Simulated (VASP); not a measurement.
Crystal: Mg2NCl.

```xyz
4
Lattice="1.6466 0.9507 5.9380 -1.6466 0.9507 5.9380 0.0000 -1.9013 5.9380" Properties=species:S:1:pos:R:3 pbc="T T T"
Mg    0.0000    0.0000    3.9709
Mg    0.0000    0.0000   13.8430
N     0.0000    0.0000    8.9069
Cl    0.0000    0.0000    0.0000
```

Base run:

| Quantity | Value |
| --- | --- |
| Program | VASP 6.6.1 |
| Functional | PBEsol |
| Dispersion | D4 |
| Potentials or basis | VASP PAW PBE potentials, release 64 (Mg, N, Cl) |
| Cutoff | 520 eV |
| k mesh | 6 × 6 × 6 |
| Occupations | gaussian, width 0.01 eV |
| Spin | no spin polarisation |

Its results: band gap on the k mesh 2.34 eV; pressure -1.8 GPa; largest force 0.013 eV/Å.

After a change of settings the same cell gave: band gap on the k mesh 2.34 eV; pressure -0.5 GPa; largest force 0.028 eV/Å. Which change was it?
A. dispersion from D4 to D3(BJ); further incar settings from ALGO = Normal; EDIFF = 1e-06; NBANDS = 16 to ALGO = Normal; EDIFF = 1e-07; NBANDS = 16
B. functional from PBEsol to r2SCAN; dispersion from D4 to none
C. dispersion from D4 to none

C.

Dispersion adds attraction, which lowers the pressure at fixed volume and, as a term added to the energy, leaves the levels alone.

Caveats: the PAW data sets were made with another functional, which shifts forces and pressure a little.
